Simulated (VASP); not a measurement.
Here is a VASP 6.6.1 calculation.

The input INCAR:

```
ALGO = Normal ; EDIFF = 1E-7
EDIFFG = -0.01 ; ENCUT = 600
GGA = RP ; IBRION = 2
ISIF = 3 ; ISMEAR = -1
IVDW = 13 ; LASPH = T
LCHARG = F ; LREAL = F
LWAVE = F ; NELM = 60
NSW = 60 ; PREC = Accurate
SIGMA = 0.05
```

KPOINTS

```
k-points
0
Gamma
  11 11 11
```

Contents of POSCAR:

```
AlN
1.0
    0.0000000000      2.0345180000      2.0345180000
    2.0345180000      0.0000000000      2.0345180000
    2.0345180000      2.0345180000      0.0000000000
Al N
1 1
Direct
    0.5000000000      0.5000000000      0.5000000000
    0.0000000000      0.0000000000      0.0000000000
```

Potentials or basis: VASP PAW PBE potentials, release 64 (Al, N).

Run with:

```bash
$ cat potpaw_PBE.64/Al/POTCAR potpaw_PBE.64/N/POTCAR > POTCAR
$ mpirun -np 1 vasp_std > vasp.out
```

Estimate the dispersion energy per atom.

-0.812 eV.

Predict the relaxed cell.

a = 2.835 Å, b = 2.835 Å, c = 2.835 Å, α = 60.00°, β = 60.00°, γ = 60.00°.

Final structure:
```
CELL_PARAMETERS angstrom
0.00000 2.00484 2.00484
2.00484 0.00000 2.00484
2.00484 2.00484 0.00000
ATOMIC_POSITIONS crystal
Al 0.50000 0.50000 0.50000
N 0.00000 0.00000 0.00000
```
